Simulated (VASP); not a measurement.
A run of VASP 6.6.1:

File INCAR:

```
  PREC = Accurate
  ENCUT = 520
  EDIFF = 1E-7
  ISMEAR = 0
  SIGMA = 0.15
  LREAL = False
  LASPH = True
  NELM = 80
  ALGO = Fast
  ISIF = 2
  LWAVE = False
  LCHARG = False
  GGA = PS
  NBANDS = 20
```

Contents of KPOINTS:

```
Automatic mesh
0
Gamma
  20 20 12
```

The input POSCAR:

```
TaRu
1.0
    1.6023964573     -2.2683891368      0.0000000000
    1.6023964573      2.2683891368      0.0000000000
    0.0000000000      0.0000000000      4.4354872592
Ta Ru
1 1
Direct
    0.5000000000      0.5000000000      0.5000000000
    0.0000000000      0.0000000000      0.0000000000
```

Potentials or basis: VASP PAW PBE potentials, release 64 (Ta_pv, Ru_pv).

The run is started by

```bash
$ cat potpaw_PBE.64/Ta_pv/POTCAR potpaw_PBE.64/Ru_pv/POTCAR > POTCAR
$ mpirun -np 1 vasp_std > vasp.out
```

Hardware: 1 thread of Intel Xeon 6975P-C, on a shared host.

Question: How long does it take, and how much memory?

Answer: It took 6.6 min on 1 thread of Intel Xeon 6975P-C (shared host), peak memory 0.58 GiB. Counts: scf iterations 20, k points 777.
